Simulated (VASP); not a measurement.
Write the native input for VASP 6.6.1 that does the following.

- Task: single point
- Functional: PBE
- Potentials or basis: VASP PAW PBE potentials, release 64 (Zr_sv, C)
- Cutoff: 520 eV
- k mesh: 8 × 8 × 8
- Occupations: fermi-dirac, width 0.05 eV
- Spin: no spin polarisation
- Dipole correction: no
- Further INCAR settings: ALGO = Normal; EDIFF = 1e-06; NBANDS = 15

The structure of ZrC lies in POSCAR:

```
ZrC
1.0
    0.0000000000      2.3330366223      2.3330366223
    2.3330366223      0.0000000000      2.3330366223
    2.3330366223      2.3330366223      0.0000000000
Zr C
1 1
Direct
    0.5000000000      0.5000000000      0.5000000000
    0.0000000000      0.0000000000      0.0000000000
```

The input as run:

INCAR

```
SYSTEM = ZrC
PREC = Accurate
ENCUT = 520
EDIFF = 1E-6
ISMEAR = -1
SIGMA = 0.05
LREAL = .FALSE.
LASPH = .TRUE.
NELM = 60
ALGO = Normal
ISIF = 2
LWAVE = .FALSE.
LCHARG = .FALSE.
GGA = PE
NBANDS = 15
```

KPOINTS

```
Automatic mesh
0
G
  8 8 8
  0 0 0
```

Potentials or basis: VASP PAW PBE potentials, release 64 (Zr_sv, C).

Command:

```console
$ cat potpaw_PBE.64/Zr_sv/POTCAR potpaw_PBE.64/C/POTCAR > POTCAR
$ mpirun -np 1 vasp_std > vasp.out
```

Results of the run:

```yaml
Pressure: 6.7 GPa
Band_gap_on_the_k_mesh: zero (band 8 reaches 10.81 eV, above the bottom of band 9 at 9.49 eV)
```

It took 11 s on 1 thread of AMD EPYC 7R13 Processor (Zen 3), with other jobs on the host, peak memory 0.13 GiB.
